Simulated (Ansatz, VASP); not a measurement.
## Two plane-wave programs on TiAl4Ni3

The input INCAR:

```
SYSTEM = TiAl4Ni3
PREC     = Accurate       ! precision mode
ENCUT    = 520            ! plane-wave cutoff, eV
EDIFF    = 1E-7           ! SCF threshold, eV
ISMEAR   = 0              ! smearing method
SIGMA    = 0.1            ! smearing width, eV
LREAL    = .False.        ! projectors in reciprocal space
LASPH    = .True.         ! aspherical terms in the spheres
NELM     = 150            ! most SCF steps
ALGO     = Fast           ! electronic algorithm
ISIF     = 2              ! what is computed and relaxed
LWAVE    = .False.        ! write WAVECAR
LCHARG   = .False.        ! write CHGCAR
ISPIN    = 2              ! spin polarisation
MAGMOM   = 0 0 0 0 0 2 2 2 ! initial moments
LORBIT   = 11             ! projections on sites
LMAXMIX  = 4              ! l up to which the mixer works
GGA      = PE             ! functional
NBANDS   = 41             ! bands
```

Contents of KPOINTS:

```
Automatic mesh
0
Gamma
  6 6 1
  0 0 0
```

File POSCAR:

```
TiAl4Ni3
1.0
    2.6434032400      0.0000000000      0.0000000000
    0.0000000000      2.6434032400      0.0000000000
    0.0000000000      0.0000000000     15.2972491100
Ti Al Ni
1 4 3
Direct
    0.5000000000      0.5000000000      0.0000000000
    0.0000000000      0.0000000000      0.8750000000
    0.0000000000      0.0000000000      0.1250000000
    0.0000000000      0.0000000000      0.3750000000
    0.0000000000      0.0000000000      0.6250000000
    0.5000000000      0.5000000000      0.2500000000
    0.5000000000      0.5000000000      0.5000000000
    0.5000000000      0.5000000000      0.7500000000
```

Input for Ansatz:

```yaml
crystal:
  lattice:
    - [2.64340324, 0.0, 0.0]
    - [0.0, 2.64340324, 0.0]
    - [0.0, 0.0, 15.29724911]
  atoms:
    - { symbol: Ti, position: [0.5, 0.5, 0.0] }
    - { symbol: Al, position: [0.0, 0.0, 0.875] }
    - { symbol: Al, position: [0.0, 0.0, 0.125] }
    - { symbol: Al, position: [0.0, 0.0, 0.375] }
    - { symbol: Al, position: [0.0, 0.0, 0.625] }
    - { symbol: Ni, position: [0.5, 0.5, 0.25], spin: 2.0 }
    - { symbol: Ni, position: [0.5, 0.5, 0.5], spin: 2.0 }
    - { symbol: Ni, position: [0.5, 0.5, 0.75], spin: 2.0 }
basis:
  ecutwfc: 420
kpoints:
  mp_grid: { grid: [6, 6, 1] }
hamiltonian:
  xc: pbe
scf:
  occupations: { method: gaussian, width: 0.1 }
  lower_state_search: "off"
output:
  forces: true
  stress: true
  eigenvalues: true
  populations: true
magnetization:
  spin_polarized: true
```

Alike in both runs: task single point; functional PBE; k mesh 6 × 6 × 1; occupations gaussian, width 0.1 eV; collinear spin.

|  | VASP | Ansatz |
| --- | --- | --- |
| version | VASP 6.6.1 | Ansatz 0.2.0 |
| potentials or method | VASP PAW PBE potentials, release 64 (Ti_sv, Al, Ni), cutoff 520 eV | scalar-relativistic, plane waves, PAW |
| valence electrons in the cell | 54 | 78 |

Ansatz gave:

```
gap on the k mesh at the Fermi level (eV)                     : none
pressure (GPa)                                                : 0.9
traceless stress, the component that is largest in VASP (GPa) : -9.53
rms of the force components (eV/Å)                            : 0.617
net moment per atom (μB)                                      : 0.05
```

What did VASP give for the same quantities?

gap on the k mesh at the Fermi level (eV): none; pressure (GPa): 1.0; traceless stress, the component that is largest in VASP (GPa): -9.66; rms of the force components (eV/Å): 0.612; net moment per atom (μB): 0.05.

Atom by atom the forces differ by 0.006 eV/Å (rms over components). A gap of «none» marks a metal or a gap that the smearing closes. The functional is the same, so the differences come from potentials, cutoffs and numerics. VASP's potentials hold 54 valence electrons a cell and Ansatz's 78, so a difference there can come from the potentials and not from the codes. Ansatz's warnings: seeded moment not kept.

The k mesh is coarse, so the values compare programs but aren't converged.
